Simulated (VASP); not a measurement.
# NbSnTe4 (P-6m2) in VASP: a series of runs, part 2 of 2

VASP 6.6.1.

**4. Relaxation of cell and atoms, PBE**

This run uses another cell than the first one, of 31.47 Å³/atom, 1.074 times its volume.

INCAR reads:

```
SYSTEM = NbSnTe4
ALGO = Normal ; EDIFF = 1E-7
EDIFFG = -0.04 ; ENCUT = 600
GGA = PE ; IBRION = 2
ISIF = 3 ; ISMEAR = 0
LASPH = .True. ; LCHARG = .False.
LREAL = .False. ; LWAVE = .False.
NELM = 60 ; NSW = 90
PREC = Accurate ; SIGMA = 0.1
```

KPOINTS reads:

```
k-points
0
Gamma
  3 3 4
  0 0 0
```

POSCAR reads:

```
NbSnTe4
1.0
    6.5846349800      0.0000000000      0.0000000000
   -3.2923174900      5.7024611700      0.0000000000
    0.0000000000      0.0000000000      5.0284179000
Nb Sn Te
1 1 4
Direct
    0.0000000000      0.0000000000      0.0000000000
    0.6666666700      0.3333333300      0.0000000000
    0.3333333300      0.6666666700      0.0000000000
    0.6626386400      0.8313193200      0.5000000000
    0.1686806800      0.8313193200      0.5000000000
    0.1686806800      0.3373613600      0.5000000000
```

Potentials or basis: VASP PAW PBE potentials, release 64 (Nb_sv, Sn_d, Te).

On the command line:

```
$ cat potpaw_PBE.64/Nb_sv/POTCAR potpaw_PBE.64/Sn_d/POTCAR potpaw_PBE.64/Te/POTCAR > POTCAR
$ mpirun -np 1 vasp_std > vasp.out
```

OUTCAR:

```text
SYSTEM = NbSnTe4
   EDIFF = 1E-7
   EDIFFG = -0.04
   ENCUT = 600
   GGA = PE
   IBRION = 2
   ISIF = 3
   ISMEAR = 0
   LASPH = .True.
   LREAL = .False.
   NELM = 60
   NSW = 90
   PREC = Accurate

 ion  position               nearest neighbor table
   1  0.000  0.000  0.000-   4 3.17   5 3.17   4 3.17   5 3.17   6 3.17   6 3.17
   2  0.667  0.333  0.000-
   3  0.333  0.667  0.000-   5 3.14   5 3.14   4 3.14   4 3.14   6 3.14   6 3.14
   4  0.663  0.831  0.500-   3 3.14   3 3.14   1 3.17   1 3.17   5 3.25   6 3.25   5 3.33   6 3.33

   5  0.169  0.831  0.500-   3 3.14   3 3.14   1 3.17   1 3.17   4 3.25   6 3.25   4 3.33   6 3.33

   6  0.169  0.337  0.500-   3 3.14   3 3.14   1 3.17   1 3.17   4 3.25   5 3.25   5 3.33   4 3.33

  LATTYP: Found a hexagonal cell.
 ALAT       =     6.5846349800
 C/A-ratio  =     0.7636593244

  Lattice vectors:

 A1 = (   6.5846349800,   0.0000000000,   0.0000000000)
[... 256 lines left out ...]
 cond. band min:       7.9632093647   @ k =   0.3333  -0.0000   0.2500
 fundamental gap:      0.0542341855
 Fermi energy:         7.9592837988

 k-point     1 :       0.0000    0.0000    0.0000
  band No.  band energies     occupation
      1     -47.7163      2.00000
      2     -23.7647      2.00000
      3     -23.7647      2.00000
      4     -23.7414      2.00000
      5     -13.9979      2.00000
      6     -13.9719      2.00000
[... 445 lines left out ...]
--------------------------------------- Ionic step        7  -------------------------------------------

 number of electron      51.0000001 magnetization

 Free energy of the ion-electron system (eV)
  ---------------------------------------------------
  ext. energy  EPLUGINS =         0.00000000
  ---------------------------------------------------
  free energy    TOTEN  =       -23.61986275 eV

  energy without entropy =      -23.54987719  energy(sigma->0) =      -23.58486997

 E-fermi :   7.6503     XC(G=0):  -9.8940

 val. band max:        7.6454975421   @ k =   0.3333  -0.0000   0.2500
 cond. band min:       7.6714969625   @ k =   0.3333  -0.0000   0.5000
 fundamental gap:      0.0259994205
 Fermi energy:         7.6503110178

 k-point     1 :       0.0000    0.0000    0.0000
  band No.  band energies     occupation
      1     -48.0528      2.00000
      2     -24.0907      2.00000
      3     -24.0907      2.00000
      4     -24.0879      2.00000
      5     -14.3370      2.00000
      6     -14.3103      2.00000
[... 319 lines left out ...]
  FREE ENERGIE OF THE ION-ELECTRON SYSTEM (eV)
  ---------------------------------------------------
  free  energy   TOTEN  =       -23.6198627539 eV

  energy  without entropy=      -23.5498771899  energy(sigma->0) =      -23.58486997

 reached required accuracy - stopping structural energy minimisation
```

OSZICAR:

```text
N       E                     dE             d eps       ncg     rms          rms(c)
DAV:   1     0.483814776665E+03    0.48381E+03   -0.23503E+04   540   0.182E+03
DAV:   2     0.479018604149E+02   -0.43591E+03   -0.42571E+03   572   0.473E+02
DAV:   3    -0.178523888827E+02   -0.65754E+02   -0.63899E+02   682   0.170E+02
[... 87 lines left out ...]
DAV:   5    -0.236198607378E+02    0.17145E-05   -0.26026E-05   912   0.310E-02    0.138E-02
DAV:   6    -0.236198612979E+02   -0.56011E-06   -0.28570E-06   872   0.810E-03    0.892E-03
DAV:   7    -0.236198624288E+02   -0.11308E-05   -0.64169E-07   898   0.434E-03    0.426E-03
DAV:   8    -0.236198627108E+02   -0.28204E-06   -0.16989E-07   496   0.181E-03    0.170E-03
DAV:   9    -0.236198627539E+02   -0.43045E-07   -0.28525E-08   366   0.118E-03
   7 F= -.23619863E+02 E0= -.23584870E+02  d E =-.119284E-02
```

Wall time 8.2 min (1 thread of Intel Xeon Platinum 8259CL at 2.50GHz (Skylake/Cascade Lake), shared host); peak memory 0.39 GiB.

Results:

- Free energy: -23.6199 eV
- Relaxed volume: 29.02 Å³/atom
- Relaxed cell: a = 6.352 Å, b = 6.352 Å, c = 4.983 Å, α = 90.00°, β = 90.00°, γ = 120.00°
- Space group after relaxing (to 0.05 Å): P-6m2 (No. 187)
- Energy gained by relaxing: 86.6 meV/atom
- Ionic steps: 7
- Pressure after relaxing: 0.0 GPa
- Largest force after relaxing: 0.038 eV/Å

Forces on the atoms (eV/Å):
```
Nb   0.000  0.000  0.000
Sn   0.000  0.000  0.000
Te   0.000  0.000  0.000
Te   0.033  0.019  0.000
Te  -0.033  0.019  0.000
Te   0.000 -0.038  0.000
```

Step by step:
```csv
step,energy change (eV),largest force (eV/Å),pressure (GPa),volume (Å³)
1,0.0000,1.6550,-3.59,188.81
2,-0.4719,0.5703,1.19,170.15
3,-0.4720,0.5340,1.35,169.75
4,-0.5181,0.0781,0.18,173.45
5,-0.5185,0.0252,0.26,173.11
6,-0.5197,0.0438,-0.07,174.21
7,-0.5197,0.0378,-0.04,174.12
```

Final structure:
```cif
data_structure
_symmetry_space_group_name_H-M 'P 1'
_symmetry_Int_Tables_number 1
_cell_length_a 6.3520
_cell_length_b 6.3520
_cell_length_c 4.9829
_cell_angle_alpha 90.000
_cell_angle_beta 90.000
_cell_angle_gamma 120.000
_cell_volume 174.12
loop_
_atom_site_label
_atom_site_type_symbol
_atom_site_fract_x
_atom_site_fract_y
_atom_site_fract_z
_atom_site_occupancy
Nb1 Nb 0.00000 0.00000 0.00000 1
Sn1 Sn 0.66667 0.33333 0.00000 1
Te1 Te 0.33333 0.66667 0.00000 1
Te2 Te 0.68261 0.84131 0.50000 1
Te3 Te 0.15869 0.84131 0.50000 1
Te4 Te 0.15869 0.31739 0.50000 1
```

Caveat: the k points lie up to 0.38 Å⁻¹ apart in the final cell; spin-orbit coupling is left out, which moves the levels of the heavy elements.

**5. Single point, PBE, collinear spin, ferromagnetic start**

INCAR reads:

```
SYSTEM = NbSnTe4
ALGO     = Normal         ! electronic algorithm
EDIFF    = 1E-6           ! SCF threshold, eV
ENCUT    = 520            ! plane-wave cutoff, eV
GGA      = PE             ! functional
ISIF     = 2              ! what is computed and relaxed
ISMEAR   = 0              ! smearing method
ISPIN    = 2              ! spin polarisation
LASPH    = .True.         ! aspherical terms in the spheres
LCHARG   = .True.         ! write CHGCAR
LELF     = .True.         ! ELF
LMAXMIX  = 4              ! l up to which the mixer works
LORBIT   = 11             ! projections on sites
LREAL    = .False.        ! projectors in reciprocal space
LVHAR    = .True.       
LWAVE    = .False.        ! write WAVECAR
MAGMOM   = 1 0 0 0 0 0    ! initial moments
NBANDS   = 38             ! bands
NELM     = 150            ! most SCF steps
PREC     = Accurate       ! precision mode
SIGMA    = 0.1            ! smearing width, eV
```

KPOINTS is that of step 4.

POSCAR reads:

```
NbSnTe4
1.0
    6.4071175126      0.0000000000      0.0000000000
   -3.2035587563      5.5487265310      0.0000000000
    0.0000000000      0.0000000000      4.9430073371
Nb Sn Te
1 1 4
Direct
    0.0000000000      0.0000000000      0.0000000000
    0.6666666667      0.3333333333      0.0000000000
    0.3333333333      0.6666666667      0.0000000000
    0.6844737773      0.8422368887      0.5000000000
    0.1577631113      0.8422368887      0.5000000000
    0.1577631113      0.3155262227      0.5000000000
```

On the command line:

```
$ cat potpaw_PBE.64/Nb_sv/POTCAR potpaw_PBE.64/Sn_d/POTCAR potpaw_PBE.64/Te/POTCAR > POTCAR
$ mpirun -np 1 vasp_std > vasp.out
```

Wall time 2.4 min (1 thread of Intel Xeon Platinum 8259CL at 2.50GHz (Skylake/Cascade Lake), shared host); peak memory 0.41 GiB.

It converged, with:

```
Free energy                                           : -23.6605 eV
Pressure                                              : 0.0 GPa
Largest force                                         : 0.076 eV/Å
Net moment                                            : 1.36 μB per cell
Site moments                                          : Nb +0.66; Sn +0.08; Te +0.08, +0.01 μB
Valence electrons inside the program's atomic spheres : Nb 10.50; Sn 11.96; Te 3.30, 3.33
```

Forces on the atoms (eV/Å):
```
Nb   0.000  0.000  0.000
Sn   0.000  0.000  0.000
Te   0.000  0.000  0.000
Te   0.066  0.038  0.000
Te  -0.066  0.038  0.000
Te   0.000 -0.076  0.000
```

Stress tensor (GPa, compression positive):
```
 0.19  0.00  0.00
 0.00  0.19  0.00
 0.00  0.00 -0.28
```

Levels at points of the mesh, in eV from the Fermi level:
Spin up:
| k point | band 23 | band 24 | band 25 | band 26 | band 27 | band 28 | band 29 | band 30 |
| --- | --- | --- | --- | --- | --- | --- | --- | --- |
| (0.00, 0.00, 0.00) | -0.70 | -0.38 | -0.38 | -0.20 | 1.18 | 1.18 | 1.27 | 1.28 |
| (0.00, 0.00, 0.50) | -1.01 | -0.13 | 0.16 | 0.16 | 0.47 | 0.47 | 0.55 | 1.41 |
Spin down:
```
           k point  band 21  band 22  band 23  band 24  band 25  band 26  band 27  band 28  band 29  band 30
(0.00, 0.00, 0.00)    -1.55    -1.55    -0.55    -0.03    -0.03     0.40     1.28     1.53     1.55     1.55
(0.00, 0.00, 0.50)    -1.56    -1.56    -0.71     0.46     0.46     0.46     0.72     0.98     0.98     1.42
```

Caveat: the k points lie up to 0.38 Å⁻¹ apart; spin-orbit coupling is left out, which moves the levels of the heavy elements.

**6. The runs side by side**

```tsv
task	spin	cell	cutoff (eV)	gap on the mesh (eV)	pressure (GPa)	largest force (eV/Å)
single point	off	a = 6.407, b = 6.407, c = 4.943 Å, angles 90.0, 90.0, 120.0°, 6 atoms	520	none	-0.2	-
single point	off	a = 6.585, b = 6.585, c = 5.028 Å, angles 90.0, 90.0, 120.0°, 6 atoms	520	none	-3.6	1.65
relaxation of cell and atoms	off	relaxed from a = 6.585, b = 6.585, c = 5.028 Å, angles 90.0, 90.0, 120.0°, 6 atoms	600	none	0.0	0.04
single point	collinear, ferromagnetic start	a = 6.407, b = 6.407, c = 4.943 Å, angles 90.0, 90.0, 120.0°, 6 atoms	520	none	0.0	0.08
```

Alike in all rows: level PBE; potentials or basis VASP PAW PBE potentials, release 64 (Nb_sv, Sn_d, Te); k mesh 3 × 3 × 4; smearing gaussian 0.1 eV.

Caveats: all runs use coarse meshes; spin-orbit coupling is left out, which moves the levels of the heavy elements; forces of over 1 eV/Å act on the atoms, so gaps and moduli don't describe the material at rest (some runs).

Total energies depend on the potentials used, so only differences within one code and one set of settings carry meaning.
